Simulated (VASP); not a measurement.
Input of a VASP 6.6.1 run:

The input INCAR:

```
SYSTEM = Pd
PREC = Accurate
ENCUT = 520
EDIFF = 1E-6
ISMEAR = -1
SIGMA = 0.05
LREAL = .False.
LASPH = .True.
NELM = 100
ALGO = Normal
ISIF = 2
LWAVE = .False.
LCHARG = .False.
GGA = PS
NBANDS = 11
```

Contents of KPOINTS:

```
Automatic mesh
0
Gamma
  12 12 12
  0 0 0
```

The input POSCAR:

```
Pd
1.0
    0.0000000000      1.8867189624      1.8867189624
    1.8867189624      0.0000000000      1.8867189624
    1.8867189624      1.8867189624      0.0000000000
Pd
1
Direct
    0.0000000000      0.0000000000      0.0000000000
```

Potentials or basis: VASP PAW PBE potentials, release 64 (Pd).

Command:

```bash
$ cat potpaw_PBE.64/Pd/POTCAR > POTCAR
$ mpirun -np 1 vasp_std > vasp.out
```

(1) Estimate the band gap on the k mesh.

(2) What does it give for the pressure?

Results:

(1) zero (band 5 reaches 11.64 eV, above the bottom of band 6 at 9.78 eV).

(2) 19.5 GPa.

Caveat: the PAW data sets were made with another functional, which shifts forces and pressure a little.
